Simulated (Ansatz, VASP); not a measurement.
# One calculation of SnO, two programs

File INCAR:

```
ALGO = Normal ; EDIFF = 1E-6
ENCUT = 520 ; GGA = PS
ISIF = 2 ; ISMEAR = 0
LASPH = True ; LCHARG = False
LREAL = False ; LWAVE = False
NBANDS = 28 ; NELM = 100
PREC = Accurate ; SIGMA = 0.05
```

File KPOINTS:

```
k-points
0
Gamma
  8 6 8
```

Contents of POSCAR:

```
SnO
1.0
    2.8182652543      0.0000000000      0.0000000000
    0.0000000000      4.8492374107      0.0000000000
    0.0000000000      0.0000000000      3.8941648049
Sn O
2 2
Direct
    0.0000000000      0.2337892808      0.5261742991
    0.5000000000      0.7662107192      0.0261742991
    0.0000000000      0.8853564082      0.7238267009
    0.5000000000      0.1146435918      0.2238267009
```

Input for Ansatz:

```yaml
crystal:
  lattice:
    - [2.8182652543, 0.0, 0.0]
    - [0.0, 4.8492374107, 0.0]
    - [0.0, 0.0, 3.8941648049]
  atoms:
    - { symbol: Sn, position: [0.0, 0.2337892808, 0.5261742991] }
    - { symbol: Sn, position: [0.5, 0.7662107192, 0.0261742991] }
    - { symbol: O, position: [0.0, 0.8853564082, 0.7238267009] }
    - { symbol: O, position: [0.5, 0.1146435918, 0.2238267009] }
basis:
  ecutwfc: 420
kpoints:
  mp_grid: { grid: [8, 6, 8] }
hamiltonian:
  xc: pbesol
scf:
  occupations: { method: gaussian, width: 0.05 }
output:
  forces: true
  stress: true
  eigenvalues: true
```

Change from the starting cell: strain -0.1500 x Voigt [1, 1, 0, 0, 0, 0], atoms carried along.

Alike in both runs: task single point; functional PBEsol; k mesh 8 × 6 × 8; occupations gaussian, width 0.05 eV; no spin polarisation.

|  | VASP | Ansatz |
| --- | --- | --- |
| version | VASP 6.6.1 | Ansatz 0.2.0 |
| potentials or method | VASP PAW PBE potentials, release 64 (Sn_d, O), cutoff 520 eV | scalar-relativistic, plane waves, PAW |
| valence electrons in the cell | 40 | 40 |

Ansatz gave:

* gap on the k mesh at the Fermi level (eV): 0.11
* least direct gap on the mesh (eV): 0.11
* pressure (GPa): 66.7
* traceless stress, the component that is largest in VASP (GPa): -11.76
* rms of the force components (eV/Å): 3.584

Problem. What did VASP give for the same quantities?

Solution. gap on the k mesh at the Fermi level (eV): 0.09; least direct gap on the mesh (eV): 0.09; pressure (GPa): 67.0; traceless stress, the component that is largest in VASP (GPa): -11.64; rms of the force components (eV/Å): 3.626.

VASP's potentials were made for PBE, not for PBEsol. Atom by atom the forces differ by 0.053 eV/Å (rms over components). Both programs put the cell under a high pressure, so it lies far from rest at this level. With one functional, cell and mesh, what is left measures potentials, basis and numerics.

Noted on VASP's run: the cell as given lies far from equilibrium.
